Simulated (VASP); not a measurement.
# HfO2: single point with PBE

The system is HfO2.

```
Hf O
1.0
     0.00000    2.52293    2.52293
     2.52293    0.00000    2.52293
     2.52293    2.52293    0.00000
Hf O
1 2
Direct
  0.00000 0.00000 0.00000
  0.25000 0.25000 0.25000
  0.75000 0.75000 0.75000
```

```yaml
Program: VASP 6.6.1
Task: single point
Functional: PBE
Potentials_or_basis: VASP PAW PBE potentials, release 64 (Hf_pv, O)
Cutoff: 520 eV
k_mesh: 6 × 6 × 6
Occupations: gaussian, width 0.01 eV
Spin: no spin polarisation
Dipole_correction: no
Further_INCAR_settings: ALGO = Normal; EDIFF = 1e-06; NBANDS = 18
```

```
Pressure               : 4.1 GPa
Band gap on the k mesh : 3.84 eV, direct
```

Levels at points of the mesh, in eV from the valence-band top:
```csv
k point,band 9,band 10,band 11,band 12,band 13,band 14
"(0.00, 0.00, 0.00)",-0.61,-0.61,-0.61,3.92,3.92,5.95
"(0.50, 0.00, 0.00)",-2.76,-1.85,-1.85,4.66,4.66,7.12
"(0.50, 0.50, 0.00)",-1.55,-1.55,0.00,3.84,5.58,6.77
```

Wall time 22 s on 1 thread of Intel Xeon 8259CL, with other jobs on the host, peak memory 0.16 GiB.

Caveat: spin-orbit coupling is left out, which moves the levels of the heavy elements. A k mesh can miss the band edges.
